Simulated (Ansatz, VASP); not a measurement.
## One calculation of MgSe, two programs

```
Mg Se
1.0
     0.00000    2.72500    2.72500
     2.72500    0.00000    2.72500
     2.72500    2.72500    0.00000
Mg Se
1 1
Direct
  0.00000 0.00000 0.00000
  0.50000 0.50000 0.50000
```

Alike in both runs: task single point; functional PBEsol; k mesh 6 × 6 × 6; occupations gaussian, width 0.1 eV; no spin polarisation.

|  | VASP | Ansatz |
| --- | --- | --- |
| version | VASP 6.6.1 | Ansatz 0.2.0 |
| potentials or method | VASP PAW PBE potentials, release 64 (Mg, Se), cutoff 600 eV | scalar-relativistic, plane waves, PAW |
| valence electrons in the cell | 8 | 26 |

Ansatz gave:

* gap on the k mesh at the Fermi level (eV): 1.77
* least direct gap on the mesh (eV): 2.50
* pressure (GPa): 0.0

Which values does VASP return?

gap on the k mesh at the Fermi level (eV): 1.76; least direct gap on the mesh (eV): 2.50; pressure (GPa): 0.0.

VASP's potentials were made for PBE, not for PBEsol, and Ansatz warns of the same on its side. VASP's potentials hold 8 valence electrons a cell and Ansatz's 26, so a difference there can come from the potentials and not from the codes.
